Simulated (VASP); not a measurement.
# Ga2O3: single point with LDA

Crystal: Ga2O3.

```xyz
10
Lattice="2.4750 1.4289 4.4354 -2.4750 1.4289 4.4354 0.0000 -2.8579 4.4354" Properties=species:S:1:pos:R:3 pbc="T T T"
Ga    0.0000    0.0000   11.3870
Ga    0.0000    0.0000    4.7339
Ga    0.0000    0.0000    1.9193
Ga    0.0000    0.0000    8.5724
O     0.9762   -1.4289    5.5443
O    -1.7256   -0.1309    5.5443
O    -0.9762    1.4289    7.7620
O    -0.7494   -1.5599    7.7620
O     1.7256    0.1309    7.7620
O     0.7494    1.5599    5.5443
```

* Program: VASP 6.6.1
* Task: single point
* Functional: LDA
* Potentials or basis: VASP PAW LDA potentials, release 64 (Ga_d, O)
* Cutoff: 520 eV
* k mesh: 6 × 6 × 6
* Occupations: fermi-dirac, width 0.02 eV
* Spin: no spin polarisation

* Pressure: 2.1 GPa
* Largest force: 0.026 eV/Å
* Band gap on the k mesh: 3.06 eV (least direct gap 3.33 eV)

Forces in eV/Å, atoms in the order of the input:
```
Ga   0.000  0.000 -0.017
Ga   0.000  0.000 -0.017
Ga   0.000  0.000  0.017
Ga   0.000  0.000  0.017
O    0.026  0.000  0.000
O   -0.013 -0.022  0.000
O   -0.026  0.000  0.000
O    0.013 -0.022  0.000
O    0.013  0.022  0.000
O   -0.013  0.022  0.000
```

Stress tensor (GPa, compression positive):
```
2.27 0.00 0.00
0.00 2.27 0.00
0.00 0.00 1.78
```

Levels at points of the mesh, in eV from the valence-band top:
| k point | band 40 | band 41 | band 42 | band 43 | band 44 | band 45 | band 46 | band 47 | band 48 | band 49 |
| --- | --- | --- | --- | --- | --- | --- | --- | --- | --- | --- |
| (0.00, 0.00, 0.00) | -0.36 | -0.32 | -0.32 | -0.28 | -0.28 | 3.06 | 6.74 | 6.81 | 8.93 | 10.24 |
| (0.50, 0.00, 0.00) | -1.24 | -1.04 | -1.04 | -0.16 | -0.16 | 6.55 | 6.55 | 6.83 | 6.83 | 9.86 |
| (0.50, 0.50, 0.00) | -1.09 | -0.90 | -0.71 | -0.25 | -0.15 | 6.74 | 6.88 | 7.63 | 7.87 | 8.79 |
| (0.50, 0.50, 0.50) | -1.55 | -0.31 | -0.31 | -0.31 | -0.31 | 6.03 | 6.03 | 7.90 | 7.90 | 9.41 |

It took 4.9 min on 1 thread of Intel(R) Xeon(R) Platinum 8488C (Sapphire Rapids), on a shared host, peak memory 0.27 GiB.

A k mesh can miss the band edges.
